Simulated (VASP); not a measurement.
# ScAl3N3 (Pm-3m) in VASP: further runs, part 2 of 2

VASP 6.6.1. The steps go on from the part before.

### 3 Single point, PBE

This run uses another cell than the first one, of 11.24 Å³/atom, 0.996 times its volume.

Input file INCAR:

```
ALGO = Normal ; EDIFF = 1E-6
ENCUT = 600 ; GGA = PE
GGA_COMPAT = F ; ISIF = 2
ISMEAR = 0 ; LASPH = T
LCHARG = F ; LREAL = F
LWAVE = F ; NBANDS = 26
NELM = 120 ; PREC = Accurate
SIGMA = 0.2
```

Input file KPOINTS:

```
k-points
0
Gamma
  4 4 4
```

Input file POSCAR:

```
ScAl3N3
1.0
    4.2854158793      0.0000000000      0.0000000000
    0.0000000000      4.2854158793      0.0000000000
    0.0000000000      0.0000000000      4.2854158793
Sc Al N
1 3 3
Direct
    0.5000000000      0.5000000000      0.5000000000
    0.0000000000      0.5000000000      0.0000000000
    0.0000000000      0.0000000000      0.5000000000
    0.5000000000      0.0000000000      0.0000000000
    0.5000000000      0.0000000000      0.5000000000
    0.5000000000      0.5000000000      0.0000000000
    0.0000000000      0.5000000000      0.5000000000
```

Potentials or basis: VASP PAW PBE potentials, release 64 (Sc_sv, Al, N).

Launch:

```sh
> cat potpaw_PBE.64/Sc_sv/POTCAR potpaw_PBE.64/Al/POTCAR potpaw_PBE.64/N/POTCAR > POTCAR
> mpirun -np 1 vasp_std > vasp.out
```

OUTCAR:

```text
EDIFF = 1E-6
   ENCUT = 600
   GGA = PE
   ISIF = 2
   ISMEAR = 0
   LASPH = T
   LREAL = F
   NELM = 120
   PREC = Accurate

 ion  position               nearest neighbor table
   1  0.500  0.500  0.500-   5 2.14   6 2.14   7 2.14   6 2.14   5 2.14   7 2.14   2 3.03   4 3.03
                             2 3.03   3 3.03   4 3.03   3 3.03   4 3.03   2 3.03   3 3.03   4 3.03
   2  0.000  0.500  0.000-   6 2.14   7 2.14   7 2.14   6 2.14   3 3.03   1 3.03   3 3.03   4 3.03
                             3 3.03   4 3.03   3 3.03   1 3.03   4 3.03   1 3.03   1 3.03   4 3.03
   3  0.000  0.000  0.500-   5 2.14   7 2.14   7 2.14   5 2.14   2 3.03   2 3.03   4 3.03   1 3.03
                             2 3.03   4 3.03   2 3.03   1 3.03   4 3.03   1 3.03   4 3.03   1 3.03
   4  0.500  0.000  0.000-   5 2.14   6 2.14   5 2.14   6 2.14   2 3.03   1 3.03   3 3.03   3 3.03
                             1 3.03   2 3.03   1 3.03   1 3.03   2 3.03   3 3.03   3 3.03   2 3.03
   5  0.500  0.000  0.500-   1 2.14   3 2.14   4 2.14   4 2.14   1 2.14   3 2.14
   6  0.500  0.500  0.000-   1 2.14   2 2.14   4 2.14   1 2.14   4 2.14   2 2.14
   7  0.000  0.500  0.500-   1 2.14   2 2.14   3 2.14   2 2.14   3 2.14   1 2.14

  LATTYP: Found a simple cubic cell.
 ALAT       =     4.2854158793

  Lattice vectors:

 A1 = (   4.2854158793,   0.0000000000,   0.0000000000)
[... 183 lines left out ...]
      2     -19.1359      2.00000
      3     -19.1359      2.00000
      4     -19.1359      2.00000
      5      -8.2619      2.00000
      6      -6.3104      2.00000
[... 279 lines left out ...]
     25      13.2899      0.00000
     26      13.2899      0.00000

------------------------ aborting loop because EDIFF is reached ----------------------------------------

  FORCE on cell =-STRESS in cart. coord.  units (eV):
  Direction    XX          YY          ZZ          XY          YZ          ZX
  --------------------------------------------------------------------------------------
  -------------------------------------------------------------------------------------
  Total        0.1547112      0.1547112      0.1547112      0.0000000     -0.0000000      0.0000000
  in kB        3.1495859      3.1495859      3.1495859      0.0000000     -0.0000000      0.0000000
  external PRESSURE =       3.1495859 kB  Pullay stress =       0.0000000 kB

 VOLUME and BASIS-vectors are now :
 -----------------------------------------------------------------------------
  energy-cutoff  :      600.00
  volume of cell :       78.70
      direct lattice vectors                 reciprocal lattice vectors
     4.285415879  0.000000000  0.000000000     0.233349581  0.000000000  0.000000000
     0.000000000  4.285415879  0.000000000     0.000000000  0.233349581  0.000000000
     0.000000000  0.000000000  4.285415879     0.000000000  0.000000000  0.233349581

 POSITION                                       TOTAL-FORCE (eV/Angst)
 -----------------------------------------------------------------------------------
      2.14271      2.14271      2.14271         0.000000      0.000000      0.000000
      0.00000      2.14271      0.00000         0.000000      0.000000      0.000000
      0.00000      0.00000      2.14271         0.000000      0.000000      0.000000
      2.14271      0.00000      0.00000         0.000000      0.000000      0.000000
      2.14271      0.00000      2.14271         0.000000      0.000000      0.000000
      2.14271      2.14271      0.00000         0.000000      0.000000      0.000000
      0.00000      2.14271      2.14271         0.000000      0.000000      0.000000
 -----------------------------------------------------------------------------------
    total drift:                                0.000000      0.000000      0.000000

  FREE ENERGIE OF THE ION-ELECTRON SYSTEM (eV)
  ---------------------------------------------------
  free  energy   TOTEN  =       -47.6765868407 eV

  energy  without entropy=      -47.6305924399  energy(sigma->0) =      -47.65358964
```

OSZICAR:

```text
N       E                     dE             d eps       ncg     rms          rms(c)
DAV:   1     0.350943450148E+03    0.35094E+03   -0.17303E+04   528   0.144E+03
DAV:   2    -0.727488220775E+01   -0.35822E+03   -0.34509E+03   552   0.403E+02
DAV:   3    -0.538724010983E+02   -0.46598E+02   -0.44967E+02   796   0.130E+02
DAV:   4    -0.560817224203E+02   -0.22093E+01   -0.21978E+01   816   0.320E+01
DAV:   5    -0.561060640290E+02   -0.24342E-01   -0.24318E-01   688   0.345E+00    0.205E+01
DAV:   6    -0.478010720123E+02    0.83050E+01   -0.41017E+01   838   0.454E+01    0.845E+00
DAV:   7    -0.477735134793E+02    0.27559E-01   -0.22277E+00   756   0.110E+01    0.572E+00
DAV:   8    -0.476918479600E+02    0.81666E-01   -0.36830E-01   836   0.534E+00    0.846E-01
DAV:   9    -0.476786026106E+02    0.13245E-01   -0.20707E-02   716   0.107E+00    0.526E-01
DAV:  10    -0.476768811447E+02    0.17215E-02   -0.24504E-02   744   0.888E-01    0.222E-01
DAV:  11    -0.476766615484E+02    0.21960E-03   -0.22994E-03   742   0.391E-01    0.111E-01
DAV:  12    -0.476765897328E+02    0.71816E-04   -0.45880E-04   742   0.247E-01    0.197E-02
DAV:  13    -0.476765870894E+02    0.26434E-05   -0.19386E-05   840   0.411E-02    0.799E-03
DAV:  14    -0.476765868407E+02    0.24871E-06   -0.20671E-06   540   0.166E-02
   1 F= -.47676587E+02 E0= -.47653590E+02  d E =-.459944E-01
```

stdout:

```text
POSCAR found type information on POSCAR ScAlN
 POSCAR found :  3 types and       7 ions
 scaLAPACK will be used
 LDA part: xc-table for (Slater+PW92), standard interpolation
 POSCAR, INCAR and KPOINTS ok, starting setup
 FFT: planning ... GRIDC
 FFT: planning ... GRID_SOFT
 FFT: planning ... GRID
 WAVECAR not read
 entering main loop
```

Wall time 26 s (1 thread of Intel Xeon Platinum 8259CL at 2.50GHz (Skylake/Cascade Lake), shared host); peak memory 0.21 GiB.

Results:

```yaml
Free_energy: -47.6766 eV
Pressure: 0.3 GPa
```

Levels at points of the mesh, in eV from the Fermi level:
```csv
k point,band 15,band 16,band 17,band 18,band 19,band 20
"(0.00, 0.00, 0.00)",-2.63,-2.63,-2.63,0.02,0.02,0.02
"(0.50, 0.00, 0.00)",-2.97,-2.97,-1.63,-1.49,0.37,1.39
"(0.50, 0.50, 0.00)",-3.80,-3.65,-2.53,-0.45,1.29,1.29
"(0.50, 0.50, 0.50)",-3.61,-3.61,-3.61,2.39,2.39,2.39
```

Caveat: the k points lie up to 0.37 Å⁻¹ apart.
